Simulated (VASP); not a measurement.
# ZrS2 (n.B) in VASP: single point with PBEsol

Aim: the single point of ZrS2 (n.B) with PBEsol.

Everything below comes from runs of VASP 6.6.1. Logs are shortened: lines on timing, memory, paths and dates and some standing lists are left out, and cuts for length are marked.

### 1 The cell of the first run

The cell holds a sheet with vacuum, 3 atoms: a = 3.634 Å, b = 3.634 Å, c = 29.600 Å, α = 90.00°, β = 90.00°, γ = 120.00°.

### 2 Single point, PBEsol

Contents of INCAR:

```
SYSTEM = ZrS2
PREC = Accurate
ENCUT = 400
EDIFF = 1E-6
ISMEAR = 0
SIGMA = 0.03
LREAL = .FALSE.
LASPH = .TRUE.
NELM = 120
ALGO = Normal
ISIF = 2
LWAVE = .FALSE.
LCHARG = .TRUE.
LDIPOL = .TRUE.
IDIPOL = 3
DIPOL = 0.5 0.5 0.285
GGA = PS
LELF = .TRUE.
LVHAR = .TRUE.
LVACPOTAV = .TRUE.
NBANDS = 19
GGA_COMPAT = .FALSE.
NELMDL = -8
```

Contents of KPOINTS:

```
Automatic mesh
0
G
  12 12 1
  0 0 0
```

Contents of POSCAR:

```
ZrS2
1.0
    3.6335712730      0.0000000000      0.0000000000
   -1.8167856365      3.1467650289      0.0000000000
    0.0000000000      0.0000000000     29.6000000022
S Zr
2 1
Direct
    0.3333333333      0.6666666667      0.2365599899
    0.6666666667      0.3333333333      0.3343859561
    0.0000000000      0.0000000000      0.2854729730
```

Potentials or basis: VASP PAW PBE potentials, release 64 (S, Zr_sv).

Command:

```sh
$ cat potpaw_PBE.64/S/POTCAR potpaw_PBE.64/Zr_sv/POTCAR > POTCAR
$ mpirun -np 1 vasp_std > vasp.out
```

OUTCAR:

```text
SYSTEM = ZrS2
   PREC = Accurate
   ENCUT = 400
   EDIFF = 1E-6
   ISMEAR = 0
   LREAL = .FALSE.
   LASPH = .TRUE.
   NELM = 120
   ISIF = 2
   GGA = PS
   NELMDL = -8

 ion  position               nearest neighbor table
   1  0.333  0.667  0.237-   3 2.55   3 2.55   3 2.55
   2  0.667  0.333  0.334-   3 2.55   3 2.55   3 2.55
   3  0.000  0.000  0.285-   1 2.55   2 2.55   1 2.55   2 2.55   1 2.55   2 2.55

  LATTYP: Found a hexagonal cell.
 ALAT       =     3.6335712730
 C/A-ratio  =     8.1462555096

  Lattice vectors:

 A1 = (   3.6335712730,   0.0000000000,   0.0000000000)
 A2 = (  -1.8167856365,   3.1467650289,   0.0000000000)
 A3 = (   0.0000000000,   0.0000000000,  29.6000000022)

Analysis of symmetry for initial positions (statically):
=====================================================================
 Subroutine PRICEL returns:
 Original cell was already a primitive cell.

 Routine SETGRP: Setting up the symmetry group for a
 hexagonal supercell.

 Subroutine GETGRP returns: Found 12 space group operations
 (whereof  6 operations were pure point group operations)
 out of a pool of 24 trial point group operations.

The static configuration has the point symmetry C_3v.
 The point group associated with its full space group is D_3d.

Analysis of symmetry for dynamics (positions and initial velocities):
=====================================================================
 Subroutine PRICEL returns:
 Original cell was already a primitive cell.

 Routine SETGRP: Setting up the symmetry group for a
 hexagonal supercell.

 Subroutine GETGRP returns: Found 12 space group operations
 (whereof  6 operations were pure point group operations)
 out of a pool of 24 trial point group operations.

The dynamic configuration has the point symmetry C_3v.
 The point group associated with its full space group is D_3d.

 Subroutine INISYM returns: Found 12 space group operations
 (whereof  6 operations are pure point group operations),
 and found     1 'primitive' translations

----------------------------------------------------------------------------------------

                                     Primitive cell

  volume of cell :     338.4463

  direct lattice vectors                    reciprocal lattice vectors
     3.633571273  0.000000000  0.000000000     0.275211335  0.158893338  0.000000000
    -1.816785636  3.146765029  0.000000000     0.000000000  0.317786676  0.000000000
     0.000000000  0.000000000 29.600000002     0.000000000  0.000000000  0.033783784

  length of vectors
     3.633571273  3.633571273 29.600000002     0.317786676  0.317786676  0.033783784

  position of ions in fractional coordinates (direct lattice)
     0.333333333  0.666666667  0.236559990
     0.666666667  0.333333333  0.334385956
     0.000000000  0.000000000  0.285472973

  ion indices of the primitive-cell ions
   primitive index   ion index
                 1           1
                 2           2
                 3           3

----------------------------------------------------------------------------------------

 KPOINTS: Automatic mesh

Automatic generation of k-mesh.
 Grid dimensions read from file:
 generate k-points for:   12   12    1

 Generating k-lattice:

  Cartesian coordinates                     Fractional coordinates (reciprocal lattice)
     0.022934278  0.013241112  0.000000000     0.083333333 -0.000000000  0.000000000
     0.000000000  0.026482223  0.000000000     0.000000000  0.083333333  0.000000000
     0.000000000  0.000000000  0.033783784     0.000000000  0.000000000  1.000000000

  Length of vectors
     0.026482223  0.026482223  0.033783784

  Shift w.r.t. Gamma in fractional coordinates (k-lattice)
     0.000000000  0.000000000  0.000000000

 Subroutine IBZKPT returns following result:
 ===========================================

 Found     19 irreducible k-points:

 Following reciprocal coordinates:
            Coordinates               Weight
  0.000000  0.000000  0.000000      1.000000
  0.083333  0.000000  0.000000      6.000000
  0.166667 -0.000000  0.000000      6.000000
  0.250000 -0.000000  0.000000      6.000000
  0.333333  0.000000  0.000000      6.000000
  0.416667  0.000000  0.000000      6.000000
[... 11 lines left out ...]
  0.333333  0.250000  0.000000     12.000000
  0.333333  0.333333  0.000000      2.000000
   k-points           NKPTS =     19   k-points in BZ     NKDIM =     19   number of bands    NBANDS=     19
   number of dos      NEDOS =    301   number of ions     NIONS =      3
   total plane-waves  NPLWV = 112896
   dimension x,y,z NGX =    24 NGY =   24 NGZ =  196
   dimension x,y,z NGXF=    48 NGYF=   48 NGZF=  392
   ions per type =               2   1
   NGX,Y,Z   is equivalent  to a cutoff of  10.98, 10.98, 11.01 a.u.
   NGXF,Y,Z  is equivalent  to a cutoff of  21.96, 21.96, 22.02 a.u.
 SYSTEM =  ZrS2
   PREC   = accura    normal or accurate (medium, high low for compatibility)
   ISTART =      0    job   : 0-new  1-cont  2-samecut
   ICHARG =      2    charge: 1-file 2-atom 10-const
   ISPIN  =      1    spin polarized calculation?
   LNONCOLLINEAR =      F non collinear calculations
   LSORBIT =      F    spin-orbit coupling
   LASPH  =      T    aspherical Exc in radial PAW
   ENCUT  =  400.0 eV  29.40 Ry    5.42 a.u.   5.93  5.93 48.27*2*pi/ulx,y,z
   NELM   =    120;   NELMIN=  2; NELMDL= -8     # of ELM steps
   EDIFF  = 0.1E-05   stopping-criterion for ELM
   LREAL  =      F    real-space projection
   EDIFFG = 0.1E-04   stopping-criterion for IOM
   NSW    =      0    number of steps for IOM
   IBRION =     -1    ionic relax: 0-MD 1-quasi-New 2-CG
   NFREE  =      0    steps in history (QN), initial steepest desc. (CG)
   ISIF   =      2    stress and relaxation
   ISYM   =      2    0-nonsym 1-usesym 2-fastsym
   POTIM  = 0.5000    time-step for ionic-motion
   TEBEG  =    0.0;   TEEND  =   0.0 temperature during run
   PSTRESS=    0.0 pullay stress
   NELECT =      24.0000    total number of electrons
   NUPDOWN=      -1.0000    fix difference up-down
   EMIN   =  10.00;   EMAX   =-10.00  energy-range for DOS
   EFERMI =   0.00;   METHOD = LEGACY
   ISMEAR =     0;   SIGMA  =   0.03  broadening in eV -4-tet -1-fermi 0-gaus
   EFERMI_NEDOS =   21; number of points for ismear=-14 and -15
   IALGO  =     38    algorithm
   IMIX   =      4    mixing-type and parameters
     AMIX     =   0.40;   BMIX     =  1.00
     AMIX_MAG =   1.60;   BMIX_MAG =  1.00
  volume/ion in A,a.u.               =     112.82       761.32
  Fermi-wavevector in a.u.,A,eV,Ry     =   0.677613  1.280504  6.247251  0.459160
  Thomas-Fermi vector in A             =   1.755274
   LORBIT       =      0    0 simple, 1 ext, 2 COOP (PROOUT), +10 PAW based schemes
   GGA     = PS    functional components
   LHFCALC =     F    Hartree Fock is set to
   AEXX    =    0.0000 exact exchange contribution
   IVDW    =     0    specifies the selected vdW correction
   LEPSILON=     F    determine dielectric tensor
   LRPA    =     F    only Hartree local field effects (RPA)
 non-spin polarized calculation
 Gauss-broadening in eV      SIGMA  =   0.03
  energy-cutoff  :      400.00
  volume of cell :      338.45
 maximum number of plane-waves:      6187
 NGX is ok and might be reduce to    24
   NGX = 11   NGY = 11   NGZ = 97

 dipolmoment           0.000000      0.000000     -0.000053 electrons x Angstroem

 number of electron      24.0000008 magnetization

 dipolmoment           0.000000      0.000000      0.000004 electrons x Angstroem

 Free energy of the ion-electron system (eV)
  ---------------------------------------------------
  ext. energy  EPLUGINS =         0.00000000
  ---------------------------------------------------
  free energy    TOTEN  =       -22.51864027 eV

  energy without entropy =      -22.51864027  energy(sigma->0) =      -22.51864027

 E-fermi :  -4.0416     XC(G=0):  -2.2569

 val. band max:       -4.1894793755   @ k =   0.0000   0.0000   0.0000
 cond. band min:      -3.1524568441   @ k =   0.5000  -0.0000   0.0000
 fundamental gap:      1.0370225314
 Fermi energy:        -4.0416356646

 k-point     1 :       0.0000    0.0000    0.0000
  band No.  band energies     occupation
      1     -52.8856      2.00000
      2     -31.0061      2.00000
      3     -30.8346      2.00000
      4     -30.8346      2.00000
      5     -16.6982      2.00000
      6     -15.4897      2.00000
[... 11 lines left out ...]
     18       1.3732      0.00000
     19       1.7938      0.00000

 k-point     2 :       0.0833    0.0000    0.0000
  band No.  band energies     occupation
      1     -52.8841      2.00000
      2     -31.0017      2.00000
      3     -30.8551      2.00000
      4     -30.8389      2.00000
      5     -16.6227      2.00000
      6     -15.5010      2.00000
[... 11 lines left out ...]
     18       1.5862      0.00000
     19       1.9759      0.00000

 k-point     3 :       0.1667   -0.0000    0.0000
  band No.  band energies     occupation
      1     -52.8800      2.00000
      2     -30.9897      2.00000
      3     -30.9105      2.00000
      4     -30.8508      2.00000
      5     -16.4131      2.00000
      6     -15.5301      2.00000
[... 11 lines left out ...]
     18       2.0785      0.00000
     19       2.3597      0.00000

 k-point     4 :       0.2500   -0.0000    0.0000
  band No.  band energies     occupation
      1     -52.8745      2.00000
      2     -30.9879      2.00000
      3     -30.9703      2.00000
      4     -30.8670      2.00000
      5     -16.1248      2.00000
      6     -15.5559      2.00000
[... 297 lines left out ...]
     18       3.9082      0.00000
     19       4.0028      0.00000

 k-point    18 :       0.3333    0.2500    0.0000
  band No.  band energies     occupation
      1     -52.8613      2.00000
      2     -31.0760      2.00000
      3     -30.9892      2.00000
      4     -30.9330      2.00000
      5     -15.5693      2.00000
      6     -15.4021      2.00000
[... 11 lines left out ...]
     18       3.9982      0.00000
     19       4.3272      0.00000

 k-point    19 :       0.3333    0.3333    0.0000
  band No.  band energies     occupation
      1     -52.8606      2.00000
      2     -31.0386      2.00000
      3     -31.0386      2.00000
      4     -30.9310      2.00000
      5     -15.4651      2.00000
      6     -15.4651      2.00000
[... 11 lines left out ...]
     18       4.4596      0.00000
     19       4.8780      0.00000

------------------------ aborting loop because EDIFF is reached ----------------------------------------

  FORCE on cell =-STRESS in cart. coord.  units (eV):
  Direction    XX          YY          ZZ          XY          YZ          ZX
  --------------------------------------------------------------------------------------
  -------------------------------------------------------------------------------------
  Total       -0.0033280     -0.0033280      0.0105759     -0.0000000      0.0000000     -0.0000000
  in kB       -0.0157543     -0.0157543      0.0500653     -0.0000000      0.0000000     -0.0000000
  external PRESSURE =       0.0061856 kB  Pullay stress =       0.0000000 kB

 VOLUME and BASIS-vectors are now :
 -----------------------------------------------------------------------------
  energy-cutoff  :      400.00
  volume of cell :      338.45
      direct lattice vectors                 reciprocal lattice vectors
     3.633571273  0.000000000  0.000000000     0.275211335  0.158893338  0.000000000
    -1.816785636  3.146765029  0.000000000     0.000000000  0.317786676  0.000000000
     0.000000000  0.000000000 29.600000002     0.000000000  0.000000000  0.033783784

 POSITION                                       TOTAL-FORCE (eV/Angst)
 -----------------------------------------------------------------------------------
     -0.00000      2.09784      7.00218        -0.000000      0.000000     -0.018464
      1.81679      1.04892      9.89782         0.000000     -0.000000      0.018464
      0.00000      0.00000      8.45000        -0.000000      0.000000      0.000000
 -----------------------------------------------------------------------------------
    total drift:                                0.000000     -0.000000      0.000083

  FREE ENERGIE OF THE ION-ELECTRON SYSTEM (eV)
  ---------------------------------------------------
  free  energy   TOTEN  =       -22.5186402730 eV

  energy  without entropy=      -22.5186402730  energy(sigma->0) =      -22.51864027

 vacuum level on the upper side and lower side of the slab         2.179         2.179
```

It took 72 s on 1 thread of Intel Xeon 6975P-C (Granite Rapids), shared host; peak memory 0.36 GiB.

Results:

- Free energy: -22.5186 eV
- Largest force: 0.018 eV/Å
- Band gap on the k mesh: 1.04 eV, indirect (least direct gap 1.63 eV)

Forces in eV/Å, atoms in the order of the input:
```
S    0.000  0.000 -0.018
S    0.000  0.000  0.018
Zr   0.000  0.000  0.000
```

Caveat: the PAW data sets were made with another functional, which shifts forces and pressure a little.
